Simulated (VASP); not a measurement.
A run of VASP 6.6.1 is set up as follows.

INCAR

```
  PREC = Accurate
  ENCUT = 520
  EDIFF = 1E-6
  ISMEAR = -1
  SIGMA = 0.05
  LREAL = Auto
  LASPH = T
  NELM = 60
  ALGO = Normal
  ISIF = 2
  LWAVE = F
  LCHARG = T
  GGA = PS
  LELF = T
  LVHAR = T
  NELECT = 376.0
  ISYM = 0
  NBANDS = 230
```

KPOINTS

```
Automatic mesh
0
Gamma
  1 1 1
  0.25 0.25 0.25
```

File POSCAR:

```
Si24O47
1.0
    8.3886930000      0.0000000000      0.0000000000
    0.0000000000      8.3886930000      0.0000000000
    0.0000000000      0.0000000000      8.0356430000
Si O
24 47
Direct
    0.9972390000      0.0030680000      0.9999670000
    0.0022850000      0.9980350000      0.3301980000
    0.0022790000      0.9980270000      0.6697350000
    0.0004130000      0.5000400000      0.9999730000
    0.0012740000      0.5013500000      0.3340140000
    0.0013010000      0.5013610000      0.6659250000
    0.5002730000      0.9998980000      0.9999610000
    0.4989470000      0.9990120000      0.3340090000
    0.4989630000      0.9990360000      0.6659200000
    0.5001660000      0.5001420000      0.9999680000
    0.4881680000      0.5121740000      0.3159350000
    0.4881370000      0.5121460000      0.6840000000
    0.2507450000      0.2486690000      0.1660700000
    0.2512740000      0.2502920000      0.4999680000
    0.2507450000      0.2486660000      0.8338550000
    0.2460060000      0.7542930000      0.1648910000
    0.2414980000      0.7588130000      0.4999670000
    0.2460190000      0.7543060000      0.8350430000
    0.7485370000      0.2517710000      0.1669200000
    0.7706330000      0.2296770000      0.4999670000
    0.7485400000      0.2517730000      0.8330150000
    0.7516430000      0.7495660000      0.1660780000
    0.7500200000      0.7490360000      0.4999640000
    0.7516420000      0.7495620000      0.8338630000
    0.1524050000      0.1527920000      0.9999570000
    0.1544650000      0.1537660000      0.3333930000
    0.1544640000      0.1537630000      0.6665210000
    0.1497420000      0.6556190000      0.9999680000
    0.1566720000      0.6522870000      0.3350560000
    0.1566900000      0.6522960000      0.6648550000
    0.6517810000      0.1551190000      0.9999690000
    0.6503980000      0.1599440000      0.3395150000
    0.6504400000      0.1599230000      0.6603900000
    0.6528870000      0.6528690000      0.9999360000
    0.6521530000      0.6463840000      0.3344420000
    0.6521730000      0.6463310000      0.6654790000
    0.3474390000      0.3474240000      0.9999980000
    0.3539750000      0.3481340000      0.3344500000
    0.3539250000      0.3481540000      0.6654900000
    0.3446920000      0.8505670000      0.9999670000
    0.3480150000      0.8436180000      0.3350800000
    0.3480230000      0.8436360000      0.6648790000
    0.8451920000      0.3485250000      0.9999640000
    0.8403950000      0.3498630000      0.3395430000
    0.8403730000      0.3499060000      0.6604210000
    0.8475160000      0.8479030000      0.9999750000
    0.8465470000      0.8458430000      0.3334120000
    0.8465410000      0.8458410000      0.6665400000
    0.0971350000      0.4025030000      0.1682660000
    0.0978520000      0.4025370000      0.4999690000
    0.0971600000      0.4025020000      0.8316710000
    0.0961990000      0.9041070000      0.1664180000
    0.0967390000      0.9035710000      0.4999660000
    0.0961990000      0.9041080000      0.8335170000
    0.5946710000      0.4056660000      0.1677470000
    0.5946430000      0.4056390000      0.8321890000
    0.5978090000      0.9031520000      0.1682630000
    0.5977710000      0.9024560000      0.4999640000
    0.5978070000      0.9031740000      0.8316660000
    0.4038780000      0.0969910000      0.1677200000
    0.4015100000      0.0954950000      0.4999650000
    0.4039050000      0.0970410000      0.8321980000
    0.3981540000      0.6022120000      0.1590390000
    0.4220180000      0.5782900000      0.4999680000
    0.3980950000      0.6021560000      0.8408980000
    0.9014420000      0.0988670000      0.1690460000
    0.9095770000      0.0907260000      0.4999670000
    0.9014390000      0.0988650000      0.8308890000
    0.9032660000      0.5964040000      0.1677360000
    0.9048160000      0.5988010000      0.4999690000
    0.9033140000      0.5964270000      0.8322120000
```

Potentials or basis: VASP PAW PBE potentials, release 64 (Si, O).

The run is started by

```bash
$ cat potpaw_PBE.64/Si/POTCAR potpaw_PBE.64/O/POTCAR > POTCAR
$ mpirun -np 1 vasp_std > vasp.out
```

Question: Predict the largest force.

Answer: 0.090 eV/Å.

Forces in eV/Å, atoms in the order of the input:
```
Si   0.008 -0.009  0.000
Si  -0.006  0.004  0.034
Si  -0.006  0.006 -0.034
Si   0.002  0.001 -0.002
Si  -0.002 -0.001  0.000
Si  -0.005 -0.002  0.001
Si  -0.002 -0.003  0.001
Si   0.002  0.004 -0.001
Si   0.001  0.002  0.000
Si  -0.017  0.016  0.000
Si   0.025 -0.031  0.041
Si   0.029 -0.027 -0.041
Si   0.002  0.001  0.005
Si   0.004  0.002 -0.002
Si   0.001  0.003 -0.001
Si   0.010 -0.011 -0.001
Si   0.025 -0.026  0.000
Si   0.009 -0.012  0.002
Si  -0.009  0.009 -0.001
Si  -0.026  0.026  0.000
Si  -0.008  0.010  0.000
Si  -0.002 -0.002  0.002
Si  -0.002 -0.003  0.002
Si  -0.001 -0.003 -0.006
O   -0.021 -0.021  0.001
O   -0.026 -0.022  0.002
O   -0.027 -0.023  0.002
O   -0.031 -0.031  0.001
O   -0.019 -0.023 -0.004
O   -0.020 -0.024  0.007
O   -0.022 -0.027  0.000
O   -0.027 -0.028 -0.005
O   -0.032 -0.027  0.010
O   -0.022 -0.022  0.005
O   -0.010 -0.019  0.004
O   -0.012 -0.014 -0.002
O    0.021  0.020 -0.004
O    0.015  0.012  0.002
O    0.020  0.010 -0.003
O    0.033  0.030 -0.001
O    0.024  0.022 -0.006
O    0.024  0.020  0.002
O    0.029  0.024  0.000
O    0.027  0.034 -0.011
O    0.028  0.029  0.006
O    0.021  0.024 -0.001
O    0.023  0.026 -0.002
O    0.022  0.026 -0.001
O    0.025 -0.026 -0.001
O    0.024 -0.025 -0.001
O    0.023 -0.024  0.002
O    0.024 -0.024 -0.011
O    0.001 -0.001  0.000
O    0.023 -0.024  0.011
O    0.052 -0.051 -0.001
O    0.051 -0.051  0.001
O    0.024 -0.023  0.000
O    0.024 -0.023  0.000
O    0.026 -0.026  0.000
O   -0.024  0.025  0.001
O   -0.023  0.031  0.000
O   -0.024  0.022  0.000
O   -0.058  0.056 -0.039
O   -0.045  0.048  0.000
O   -0.054  0.059  0.039
O   -0.029  0.027  0.002
O    0.020 -0.021  0.000
O   -0.029  0.027 -0.001
O   -0.023  0.024  0.000
O   -0.030  0.023 -0.001
O   -0.026  0.025 -0.002
```

Caveat: the cell carries a net charge on a neutralising background, which shifts energy and pressure; the PAW data sets were made with another functional, which shifts forces and pressure a little.
